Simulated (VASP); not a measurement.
# Ge3PPt (I4mm) in VASP: notebook

Runs on Ge3PPt. Level: PBE. Tasks: single point.

All numbers are computed with VASP 6.6.1; they aren't measurements. Logs are shortened: lines on timing, memory, paths and dates and some standing lists are left out, and cuts for length are marked.

**1. The cell of the first run**

The structure is tetragonal, space group I4mm (No. 107). The conventional cell has a = 4.199 Å, b = 4.199 Å, c = 9.417 Å, α = 90.00°, β = 90.00°, γ = 90.00°. Within 4.1 Å of P (site symmetry 4mm) lie 13 Ge at 3.11 to 3.77 Å and 5 Pt at 3.28 to 3.32 Å. Within 3.1 Å of Pt (site symmetry 4mm) lie 5 Ge at 2.32 to 2.33 Å. Ge (site symmetry 4mm) has 1 Pt at 2.33 Å and 4 Ge at 2.51 Å within 3.1 Å. Within 3.1 Å of Ge (site symmetry 2mm) lie 2 Pt at 2.32 Å and 6 Ge at 2.51 to 2.97 Å.

**2. Single point, PBE**

Input file INCAR:

```
PREC = Accurate
ENCUT = 520
EDIFF = 1E-7
ISMEAR = 1
SIGMA = 0.0118
LREAL = F
LASPH = T
NELM = 100
ALGO = Normal
ISIF = 2
LWAVE = F
LCHARG = F
GGA = PE
NBANDS = 36
```

Input file KPOINTS:

```
regular mesh
0
Gamma
  5 5 5
```

Input file POSCAR:

```
Ge3PPt
1.0
    0.0000000000      4.1994450000      0.0000000000
    4.1994450000      0.0000000000      0.0000000000
    2.0997230000      2.0997230000     -4.7087330000
P Pt Ge
1 1 3
Direct
    0.0000000000      0.0000000000      0.0000000000
    0.6479000000      0.6479000000      0.7042000000
    0.4004000000      0.4004000000      0.1992000000
    0.7537000000      0.2537000000      0.4926000000
    0.2537000000      0.7537000000      0.4926000000
```

Potentials or basis: VASP PAW PBE potentials, release 64 (P, Pt, Ge_d).

Run with:

```sh
$ cat potpaw_PBE.64/P/POTCAR potpaw_PBE.64/Pt/POTCAR potpaw_PBE.64/Ge_d/POTCAR > POTCAR
$ mpirun -np 1 vasp_std > vasp.out
```

OUTCAR:

```text
PREC = Accurate
   ENCUT = 520
   EDIFF = 1E-7
   ISMEAR = 1
   LREAL = F
   LASPH = T
   NELM = 100
   ISIF = 2
   GGA = PE

 ion  position               nearest neighbor table
   1  0.000  0.000  0.000-
   2  0.648  0.648  0.704-   5 2.32   4 2.32   4 2.32   5 2.32   3 2.33
   3  0.400  0.400  0.199-   2 2.33   5 2.51   4 2.51   4 2.51   5 2.51
   4  0.754  0.254  0.493-   2 2.32   2 2.32   3 2.51   3 2.51
   5  0.254  0.754  0.493-   2 2.32   2 2.32   3 2.51   3 2.51

  LATTYP: Found a body centered tetragonal cell.
 ALAT       =     4.1994450000
 C/A-ratio  =     2.2425501465

  Lattice vectors:

 A1 = (  -2.0997230000,   2.0997220000,   4.7087330000)
 A2 = (   2.0997220000,  -2.0997230000,   4.7087330000)
 A3 = (   2.0997230000,   2.0997230000,  -4.7087330000)

Analysis of symmetry for initial positions (statically):
=====================================================================
 Subroutine PRICEL returns:
 Original cell was already a primitive cell.

 Routine SETGRP: Setting up the symmetry group for a
 body centered tetragonal supercell.

 Subroutine GETGRP returns: Found  8 space group operations
 (whereof  8 operations were pure point group operations)
 out of a pool of 16 trial point group operations.

The static configuration has the point symmetry C_4v.

Analysis of symmetry for dynamics (positions and initial velocities):
=====================================================================
 Subroutine PRICEL returns:
 Original cell was already a primitive cell.

 Routine SETGRP: Setting up the symmetry group for a
 body centered tetragonal supercell.

 Subroutine GETGRP returns: Found  8 space group operations
 (whereof  8 operations were pure point group operations)
 out of a pool of 16 trial point group operations.

The dynamic configuration has the point symmetry C_4v.

 Subroutine INISYM returns: Found  8 space group operations
 (whereof  8 operations are pure point group operations),
 and found     1 'primitive' translations

----------------------------------------------------------------------------------------

                                     Primitive cell

  volume of cell :      83.0401

  direct lattice vectors                    reciprocal lattice vectors
     0.000000000  4.199445000  0.000000000     0.000000000  0.238126705  0.106185702
     4.199445000  0.000000000  0.000000000     0.238126705  0.000000000  0.106185702
     2.099723000  2.099723000 -4.708733000     0.000000000  0.000000000 -0.212371353

  length of vectors
     4.199445000  4.199445000  5.566851877     0.260729229  0.260729229  0.212371353

  position of ions in fractional coordinates (direct lattice)
     0.000000000  0.000000000  0.000000000
     0.647900000  0.647900000  0.704200000
     0.400400000  0.400400000  0.199200000
     0.753700000  0.253700000  0.492600000
     0.253700000  0.753700000  0.492600000

  ion indices of the primitive-cell ions
   primitive index   ion index
                 1           1
                 2           2
                 3           3
                 4           4
                 5           5

----------------------------------------------------------------------------------------

 KPOINTS: regular mesh

Automatic generation of k-mesh.
 Grid dimensions read from file:
 generate k-points for:    5    5    5

 Generating k-lattice:

  Cartesian coordinates                     Fractional coordinates (reciprocal lattice)
     0.000000000  0.047625341  0.021237140     0.200000000  0.000000000 -0.000000000
     0.047625341  0.000000000  0.021237140     0.000000000  0.200000000 -0.000000000
     0.000000000  0.000000000 -0.042474271     0.000000000  0.000000000  0.200000000

  Length of vectors
     0.052145846  0.052145846  0.042474271

  Shift w.r.t. Gamma in fractional coordinates (k-lattice)
     0.000000000  0.000000000  0.000000000

 Subroutine IBZKPT returns following result:
 ===========================================

 Found     18 irreducible k-points:

 Following reciprocal coordinates:
            Coordinates               Weight
  0.000000  0.000000  0.000000      1.000000
  0.200000  0.000000  0.000000      8.000000
  0.400000  0.000000  0.000000      8.000000
  0.200000  0.200000  0.000000      8.000000
  0.400000  0.200000  0.000000     16.000000
 -0.400000  0.200000 -0.000000     16.000000
[... 10 lines left out ...]
  0.000000  0.000000  0.400000      2.000000
 -0.200000  0.000000  0.400000      4.000000
   k-points           NKPTS =     18   k-points in BZ     NKDIM =     18   number of bands    NBANDS=     36
   number of dos      NEDOS =    301   number of ions     NIONS =      5
   total plane-waves  NPLWV =  43008
   dimension x,y,z NGX =    32 NGY =   32 NGZ =   42
   dimension x,y,z NGXF=    64 NGYF=   64 NGZF=   84
   ions per type =               1   1   3
   NGX,Y,Z   is equivalent  to a cutoff of  12.67, 12.67, 12.54 a.u.
   NGXF,Y,Z  is equivalent  to a cutoff of  25.34, 25.34, 25.09 a.u.
 SYSTEM =  unknown system
   PREC   = accura    normal or accurate (medium, high low for compatibility)
   ISTART =      0    job   : 0-new  1-cont  2-samecut
   ICHARG =      2    charge: 1-file 2-atom 10-const
   ISPIN  =      1    spin polarized calculation?
   LNONCOLLINEAR =      F non collinear calculations
   LSORBIT =      F    spin-orbit coupling
   LASPH  =      T    aspherical Exc in radial PAW
   ENCUT  =  520.0 eV  38.22 Ry    6.18 a.u.   7.81  7.81 10.35*2*pi/ulx,y,z
   NELM   =    100;   NELMIN=  2; NELMDL= -5     # of ELM steps
   EDIFF  = 0.1E-06   stopping-criterion for ELM
   LREAL  =      F    real-space projection
   EDIFFG = 0.1E-05   stopping-criterion for IOM
   NSW    =      0    number of steps for IOM
   IBRION =     -1    ionic relax: 0-MD 1-quasi-New 2-CG
   NFREE  =      0    steps in history (QN), initial steepest desc. (CG)
   ISIF   =      2    stress and relaxation
   ISYM   =      2    0-nonsym 1-usesym 2-fastsym
   POTIM  = 0.5000    time-step for ionic-motion
   TEBEG  =    0.0;   TEEND  =   0.0 temperature during run
   PSTRESS=    0.0 pullay stress
   NELECT =      57.0000    total number of electrons
   NUPDOWN=      -1.0000    fix difference up-down
   EMIN   =  10.00;   EMAX   =-10.00  energy-range for DOS
   EFERMI =   0.00;   METHOD = LEGACY
   ISMEAR =     1;   SIGMA  =   0.01  broadening in eV -4-tet -1-fermi 0-gaus
   EFERMI_NEDOS =   21; number of points for ismear=-14 and -15
   IALGO  =     38    algorithm
   IMIX   =      4    mixing-type and parameters
     AMIX     =   0.40;   BMIX     =  1.00
     AMIX_MAG =   1.60;   BMIX_MAG =  1.00
  volume/ion in A,a.u.               =      16.61       112.08
  Fermi-wavevector in a.u.,A,eV,Ry     =   1.444122  2.728995 28.374784  2.085488
  Thomas-Fermi vector in A             =   2.562452
   LORBIT       =      0    0 simple, 1 ext, 2 COOP (PROOUT), +10 PAW based schemes
   GGA     = PE    functional components
   LHFCALC =     F    Hartree Fock is set to
   AEXX    =    0.0000 exact exchange contribution
   IVDW    =     0    specifies the selected vdW correction
   LEPSILON=     F    determine dielectric tensor
   LRPA    =     F    only Hartree local field effects (RPA)
 non-spin polarized calculation
 Methfessel and Paxton  Order N= 1 SIGMA  =   0.01
  energy-cutoff  :      520.00
  volume of cell :       83.04
 maximum number of plane-waves:      2248
   NGX = 15   NGY = 15   NGZ = 21

 number of electron      57.0000018 magnetization

 Free energy of the ion-electron system (eV)
  ---------------------------------------------------
  ext. energy  EPLUGINS =         0.00000000
  ---------------------------------------------------
  free energy    TOTEN  =       -21.99284438 eV

  energy without entropy =      -21.99278744  energy(sigma->0) =      -21.99282540

 E-fermi :   8.4619     XC(G=0): -11.7828

 val. band max:        8.4575852875   @ k =   0.4000   0.4000   0.2000
 cond. band min:       8.5417810817   @ k =  -0.2000   0.0000   0.2000
 fundamental gap:      0.0841957942
 Fermi energy:         8.4618699135

 k-point     1 :       0.0000    0.0000    0.0000
  band No.  band energies     occupation
      1     -16.6128      2.00000
      2     -16.5931      2.00000
      3     -16.5670      2.00000
      4     -16.5670      2.00000
      5     -16.5462      2.00000
      6     -16.5183      2.00000
[... 28 lines left out ...]
     35      15.8613      0.00000
     36      15.9475      0.00000

 k-point     2 :       0.2000    0.0000    0.0000
  band No.  band energies     occupation
      1     -16.5982      2.00000
      2     -16.5967      2.00000
      3     -16.5651      2.00000
      4     -16.5605      2.00000
      5     -16.5495      2.00000
      6     -16.5102      2.00000
[... 28 lines left out ...]
     35      14.7607      0.00000
     36      14.7784      0.00000

 k-point     3 :       0.4000    0.0000    0.0000
  band No.  band energies     occupation
      1     -16.5937      2.00000
      2     -16.5749      2.00000
      3     -16.5702      2.00000
      4     -16.5454      2.00000
      5     -16.5411      2.00000
      6     -16.4963      2.00000
[... 28 lines left out ...]
     35      13.3379      0.00000
     36      14.5308      0.00000

 k-point     4 :       0.2000    0.2000    0.0000
  band No.  band energies     occupation
      1     -16.6048      2.00000
      2     -16.5798      2.00000
      3     -16.5727      2.00000
      4     -16.5584      2.00000
      5     -16.5469      2.00000
      6     -16.4988      2.00000
[... 28 lines left out ...]
     35      13.9383      0.00000
     36      14.4069      0.00000

 k-point     5 :       0.4000    0.2000    0.0000
  band No.  band energies     occupation
      1     -16.5979      2.00000
      2     -16.5782      2.00000
      3     -16.5743      2.00000
      4     -16.5481      2.00000
      5     -16.5381      2.00000
      6     -16.5094      2.00000
[... 421 lines left out ...]
 k-point    16 :      -0.2000   -0.2000    0.2000
  band No.  band energies     occupation
      1     -16.6064      2.00000
      2     -16.5801      2.00000
      3     -16.5730      2.00000
      4     -16.5572      2.00000
      5     -16.5465      2.00000
      6     -16.4961      2.00000
[... 28 lines left out ...]
     35      13.6805      0.00000
     36      14.8079      0.00000

 k-point    17 :       0.0000    0.0000    0.4000
  band No.  band energies     occupation
      1     -16.6122      2.00000
      2     -16.5975      2.00000
      3     -16.5669      2.00000
      4     -16.5669      2.00000
      5     -16.5455      2.00000
      6     -16.5118      2.00000
[... 28 lines left out ...]
     35      13.0999      0.00000
     36      13.0999      0.00000

 k-point    18 :      -0.2000    0.0000    0.4000
  band No.  band energies     occupation
      1     -16.6021      2.00000
      2     -16.5961      2.00000
      3     -16.5650      2.00000
      4     -16.5605      2.00000
      5     -16.5481      2.00000
      6     -16.5045      2.00000
[... 28 lines left out ...]
     35      12.6884      0.00000
     36      13.1708      0.00000

------------------------ aborting loop because EDIFF is reached ----------------------------------------

  FORCE on cell =-STRESS in cart. coord.  units (eV):
  Direction    XX          YY          ZZ          XY          YZ          ZX
  --------------------------------------------------------------------------------------
  -------------------------------------------------------------------------------------
  Total       11.8153588     11.8153588     13.9060741      0.0000000     -0.0000015     -0.0000015
  in kB      227.9657679    227.9657679    268.3040708      0.0000000     -0.0000285     -0.0000285
  external PRESSURE =     241.4118689 kB  Pullay stress =       0.0000000 kB

 VOLUME and BASIS-vectors are now :
 -----------------------------------------------------------------------------
  energy-cutoff  :      520.00
  volume of cell :       83.04
      direct lattice vectors                 reciprocal lattice vectors
     0.000000000  4.199445000  0.000000000     0.000000000  0.238126705  0.106185702
     4.199445000  0.000000000  0.000000000     0.238126705  0.000000000  0.106185702
     2.099723000  2.099723000 -4.708733000     0.000000000  0.000000000 -0.212371353

 POSITION                                       TOTAL-FORCE (eV/Angst)
 -----------------------------------------------------------------------------------
      0.00000      0.00000      0.00000        -0.000000     -0.000000      0.588710
      4.19945      4.19945     -3.31589         0.000000      0.000000     -3.182614
      2.09972      2.09972     -0.93798        -0.000000     -0.000000      0.490524
      2.09972      4.19945     -2.31952        -0.000000     -0.000000      1.051690
      4.19945      2.09972     -2.31952        -0.000000     -0.000000      1.051690
 -----------------------------------------------------------------------------------
    total drift:                               -0.000067     -0.000067     -0.000439

  FREE ENERGIE OF THE ION-ELECTRON SYSTEM (eV)
  ---------------------------------------------------
  free  energy   TOTEN  =       -21.9928443819 eV

  energy  without entropy=      -21.9927874366  energy(sigma->0) =      -21.99282540
```

It took 54 s on 1 thread of Intel Xeon Platinum 8175M at 2.50GHz (Skylake/Cascade Lake), shared host; peak memory 0.22 GiB.

What came out:

```yaml
Free_energy: -21.9928 eV
Pressure: 24.1 GPa
Largest_force: 3.183 eV/Å
```

Forces on the atoms (eV/Å):
```
P    0.000  0.000  0.589
Pt   0.000  0.000 -3.183
Ge   0.000  0.000  0.491
Ge   0.000  0.000  1.052
Ge   0.000  0.000  1.052
```

Stress tensor (GPa, compression positive):
```
22.80  0.00  0.00
 0.00 22.80  0.00
 0.00  0.00 26.83
```

Caveat: spin-orbit coupling is left out, which moves the levels of the heavy elements; forces of over 1 eV/Å act on the atoms, so gaps and moduli don't describe the material at rest.

**3. Single point, PBE**

Input file INCAR:

```
SYSTEM = Ge3PPt
  PREC = Accurate
  ENCUT = 520
  EDIFF = 1E-6
  ISMEAR = -5
  SIGMA = 0.1
  LREAL = .FALSE.
  LASPH = .TRUE.
  NELM = 60
  ALGO = Normal
  ISIF = 2
  LWAVE = .FALSE.
  LCHARG = .TRUE.
  GGA = PE
  LELF = .TRUE.
  LVHAR = .TRUE.
  NBANDS = 36
```

Input file KPOINTS:

```
regular mesh
0
G
  5 5 5
  0 0 0
```

POSCAR is that of step 2.

Potentials or basis: VASP PAW PBE potentials, release 64 (P, Pt, Ge_d).

Run with:

```sh
$ cat potpaw_PBE.64/P/POTCAR potpaw_PBE.64/Pt/POTCAR potpaw_PBE.64/Ge_d/POTCAR > POTCAR
$ mpirun -np 1 vasp_std > vasp.out
```

It took 52 s on 1 thread of Intel Xeon Platinum 8175M at 2.50GHz (Skylake/Cascade Lake), shared host; peak memory 0.22 GiB.

Results (log left out):

| Property | Result |
| --- | --- |
| Free energy | -21.9861 eV |
| Pressure | 24.3 GPa |
| Largest force | 3.129 eV/Å |

Forces on the atoms (eV/Å):
```
P    0.000  0.000  0.454
Pt   0.000  0.000 -3.129
Ge   0.000  0.000  0.448
Ge   0.000  0.000  1.114
Ge   0.000  0.000  1.114
```

Stress tensor (GPa, compression positive):
```
23.58  0.00  0.00
 0.00 23.58  0.00
 0.00  0.00 25.79
```

Levels at points of the mesh, in eV from the Fermi level:
```csv
k point,band 25,band 26,band 27,band 28,band 29,band 30,band 31,band 32
"(0.00, 0.00, 0.00)",-2.75,-2.13,-2.13,-1.74,-1.74,-0.97,2.26,2.26
```

Caveat: spin-orbit coupling is left out, which moves the levels of the heavy elements; forces of over 1 eV/Å act on the atoms, so gaps and moduli don't describe the material at rest; tetrahedron occupations give inexact forces and stress in metals.
